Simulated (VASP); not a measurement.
# C (P2_1/c) in VASP: single point with PBE

Aim: the single point of C with PBE.

Everything below comes from runs of VASP 6.6.1. Logs are shortened: lines on timing, memory, paths and dates and some standing lists are left out, and cuts for length are marked.

## Step 1: The cell of the first run

The typed cell holds 4 atoms: a = 5.217 Å, b = 2.466 Å, c = 3.294 Å, α = 90.00°, β = 103.95°, γ = 90.00°.

## Step 2: Single point, PBE

Contents of INCAR:

```
PREC     = Accurate       # precision mode
ENCUT    = 520            # plane-wave cutoff, eV
EDIFF    = 1E-7           # SCF threshold, eV
ISMEAR   = 0              # smearing method
SIGMA    = 0.1            # smearing width, eV
LREAL    = False          # projectors in reciprocal space
LASPH    = True           # aspherical terms in the spheres
NELM     = 80             # most SCF steps
ALGO     = Normal         # electronic algorithm
ISIF     = 2              # what is computed and relaxed
LWAVE    = False          # write WAVECAR
LCHARG   = False          # write CHGCAR
GGA      = PE             # functional
NBANDS   = 16             # bands
```

Contents of KPOINTS:

```
regular mesh
0
Gamma
  6 8 6
```

Contents of POSCAR:

```
C
1.0
    5.1505990532      0.0000000000      0.8311362087
    0.0000000000      2.4662654344      0.0000000000
   -1.2930472995      0.0000000000      3.0294789729
C
4
Direct
    0.9135730903      0.2497906361      0.2170043148
    0.0864269097      0.7497906361      0.2829956852
    0.0864269097      0.7502093639      0.7829956852
    0.9135730903      0.2502093639      0.7170043148
```

Potentials or basis: VASP PAW PBE potentials, release 64 (C).

Run with:

```sh
$ cat potpaw_PBE.64/C/POTCAR > POTCAR
$ mpirun -np 1 vasp_std > vasp.out
```

OUTCAR:

```text
PREC = Accurate
   ENCUT = 520
   EDIFF = 1E-7
   ISMEAR = 0
   LREAL = False
   LASPH = True
   NELM = 80
   ISIF = 2
   GGA = PE

 ion  position               nearest neighbor table
   1  0.914  0.250  0.217-   2 1.51   2 1.51   4 1.65   4 1.65
   2  0.086  0.750  0.283-   1 1.51   1 1.51   3 1.65   3 1.65
   3  0.086  0.750  0.783-   4 1.51   4 1.51   2 1.65   2 1.65
   4  0.914  0.250  0.717-   3 1.51   3 1.51   1 1.65   1 1.65

  LATTYP: Found a simple monoclinic cell.
 ALAT       =     3.2938904302
 B/A-ratio  =     0.7487393666
 C/A-ratio  =     1.5839103189
 COS(beta)  =    -0.2410279163

  Lattice vectors:

 A1 = (  -1.2930472995,   0.0000000000,   3.0294789729)
 A2 = (   0.0000000000,  -2.4662654344,   0.0000000000)
 A3 = (   5.1505990532,   0.0000000000,   0.8311362087)

Analysis of symmetry for initial positions (statically):
=====================================================================
 Subroutine PRICEL returns:
 Original cell was already a primitive cell.

 Routine SETGRP: Setting up the symmetry group for a
 simple monoclinic supercell.

 Subroutine GETGRP returns: Found  4 space group operations
 (whereof  2 operations were pure point group operations)
 out of a pool of  4 trial point group operations.

The static configuration has the point symmetry S_2 .
 The point group associated with its full space group is C_2h.

Analysis of symmetry for dynamics (positions and initial velocities):
=====================================================================
 Subroutine PRICEL returns:
 Original cell was already a primitive cell.

 Routine SETGRP: Setting up the symmetry group for a
 simple monoclinic supercell.

 Subroutine GETGRP returns: Found  4 space group operations
 (whereof  2 operations were pure point group operations)
 out of a pool of  4 trial point group operations.

The dynamic configuration has the point symmetry S_2 .
 The point group associated with its full space group is C_2h.

 Subroutine INISYM returns: Found  4 space group operations
 (whereof  2 operations are pure point group operations),
 and found     1 'primitive' translations

----------------------------------------------------------------------------------------

                                     Primitive cell

[... 87 lines left out ...]
   ICHARG =      2    charge: 1-file 2-atom 10-const
   ISPIN  =      1    spin polarized calculation?
   LNONCOLLINEAR =      F non collinear calculations
   LSORBIT =      F    spin-orbit coupling
   LASPH  =      T    aspherical Exc in radial PAW
   ENCUT  =  520.0 eV  38.22 Ry    6.18 a.u.   9.70  4.59  6.12*2*pi/ulx,y,z
   NELM   =     80;   NELMIN=  2; NELMDL= -5     # of ELM steps
   EDIFF  = 0.1E-06   stopping-criterion for ELM
   LREAL  =      F    real-space projection
   EDIFFG = 0.1E-05   stopping-criterion for IOM
   NSW    =      0    number of steps for IOM
   IBRION =     -1    ionic relax: 0-MD 1-quasi-New 2-CG
   NFREE  =      0    steps in history (QN), initial steepest desc. (CG)
   ISIF   =      2    stress and relaxation
   ISYM   =      2    0-nonsym 1-usesym 2-fastsym
   POTIM  = 0.5000    time-step for ionic-motion
   TEBEG  =    0.0;   TEEND  =   0.0 temperature during run
   PSTRESS=    0.0 pullay stress
   NELECT =      16.0000    total number of electrons
   NUPDOWN=      -1.0000    fix difference up-down
   EMIN   =  10.00;   EMAX   =-10.00  energy-range for DOS
   EFERMI =   0.00;   METHOD = LEGACY
   ISMEAR =     0;   SIGMA  =   0.10  broadening in eV -4-tet -1-fermi 0-gaus
   EFERMI_NEDOS =   21; number of points for ismear=-14 and -15
   IALGO  =     38    algorithm
   IMIX   =      4    mixing-type and parameters
     AMIX     =   0.40;   BMIX     =  1.00
     AMIX_MAG =   1.60;   BMIX_MAG =  1.00
  volume/ion in A,a.u.               =      10.28        69.40
  Fermi-wavevector in a.u.,A,eV,Ry     =   1.195044  2.258306 19.430903  1.428131
  Thomas-Fermi vector in A             =   2.331020
   LORBIT       =      0    0 simple, 1 ext, 2 COOP (PROOUT), +10 PAW based schemes
   GGA     = PE    functional components
   LHFCALC =     F    Hartree Fock is set to
   AEXX    =    0.0000 exact exchange contribution
   IVDW    =     0    specifies the selected vdW correction
   LEPSILON=     F    determine dielectric tensor
   LRPA    =     F    only Hartree local field effects (RPA)
 non-spin polarized calculation
 Gauss-broadening in eV      SIGMA  =   0.10
  energy-cutoff  :      520.00
  volume of cell :       41.13
 maximum number of plane-waves:      1122
   NGX = 19   NGY =  9   NGZ = 13

 number of electron      16.0000004 magnetization

 Free energy of the ion-electron system (eV)
  ---------------------------------------------------
  ext. energy  EPLUGINS =         0.00000000
  ---------------------------------------------------
  free energy    TOTEN  =       -29.79953229 eV

  energy without entropy =      -29.79939717  energy(sigma->0) =      -29.79946473

 E-fermi :   3.3036     XC(G=0):  -9.2198

 val. band max:        3.1355371745   @ k =   0.0000   0.0000   0.0000
 cond. band min:       3.4450216672   @ k =   0.0000   0.0000   0.0000
 fundamental gap:      0.3094844928
 Fermi energy:         3.3035872308

 k-point     1 :       0.0000    0.0000    0.0000
  band No.  band energies     occupation
      1     -18.1753      2.00000
      2      -8.4890      2.00000
      3      -7.0929      2.00000
      4      -6.6184      2.00000
      5      -3.0128      2.00000
      6      -0.2111      2.00000
[... 433 lines left out ...]
      3      -6.9652      2.00000
      4      -3.7503      2.00000
      5      -2.7200      2.00000
      6      -0.6803      2.00000
[... 8 lines left out ...]
     15      16.5851      0.00000
     16      17.1600      0.00000

 [... further k-points ...]
[... 5 lines left out ...]
  --------------------------------------------------------------------------------------
  -------------------------------------------------------------------------------------
  Total        0.1339128      0.1785612      0.0982571      0.0000000      0.0000000      0.0183012
  in kB        5.2160322      6.9551311      3.8272105      0.0000000      0.0000000      0.7128479
  external PRESSURE =       5.3327913 kB  Pullay stress =       0.0000000 kB

 VOLUME and BASIS-vectors are now :
 -----------------------------------------------------------------------------
  energy-cutoff  :      520.00
  volume of cell :       41.13
      direct lattice vectors                 reciprocal lattice vectors
     5.150599053  0.000000000  0.831136209     0.181641626  0.000000000  0.077528584
     0.000000000  2.466265434  0.000000000     0.000000000  0.405471360  0.000000000
    -1.293047299  0.000000000  3.029478973    -0.049833299  0.000000000  0.308819832

 POSITION                                       TOTAL-FORCE (eV/Angst)
 -----------------------------------------------------------------------------------
      4.42485      0.61605      1.41671        -0.057240      0.001266     -0.024351
      0.07922      1.84918      0.92916         0.057240      0.001266      0.024351
     -0.56730      1.85022      2.44390         0.057240     -0.001266      0.024351
      3.77833      0.61708      2.93145        -0.057240     -0.001266     -0.024351
 -----------------------------------------------------------------------------------
    total drift:                               -0.000000      0.000000     -0.000000

  FREE ENERGIE OF THE ION-ELECTRON SYSTEM (eV)
  ---------------------------------------------------
  free  energy   TOTEN  =       -29.7995322930 eV

  energy  without entropy=      -29.7993971652  energy(sigma->0) =      -29.79946473
```

Wall time 22 s (1 thread of Intel Xeon 6975P-C (Granite Rapids), shared host); peak memory 0.16 GiB.

Results:

```yaml
Free_energy: -29.7995 eV
Pressure: 0.5 GPa
Largest_force: 0.062 eV/Å
Band_gap_on_the_k_mesh: 0.31 eV
```

Forces in eV/Å, atoms in the order of the input:
```
C   -0.057  0.001 -0.024
C    0.057  0.001  0.024
C    0.057 -0.001  0.024
C   -0.057 -0.001 -0.024
```

Stress tensor (GPa, compression positive):
```
0.52 0.00 0.07
0.00 0.70 0.00
0.07 0.00 0.38
```

Levels at points of the mesh, in eV from the valence-band top:
```
           k point  band 6  band 7  band 8  band 9  band 10  band 11
(0.00, 0.00, 0.00)   -3.35   -2.43    0.00    0.31     3.75     5.21
(0.50, 0.00, 0.00)   -2.60   -2.42    0.00    0.39     3.51     5.04
(0.00, 0.50, 0.00)   -6.47   -6.00   -6.00    3.34     3.34     5.78
(0.50, 0.50, 0.00)   -6.47   -6.08   -6.08    3.36     3.36     7.10
(0.00, 0.00, 0.50)   -3.68   -0.76   -0.76    2.62     2.62     3.83
(0.50, 0.00, 0.50)   -3.68   -0.62   -0.62    2.74     2.74     3.78
(0.00, 0.50, 0.50)   -3.79   -3.79   -3.79    6.04     6.04     6.04
(0.50, 0.50, 0.50)   -3.81   -3.81   -3.81    6.09     6.09     6.09
```

Caveat: this functional lacks dispersion, which binds the layers, so the pressure and a relaxed spacing across them are unreliable.
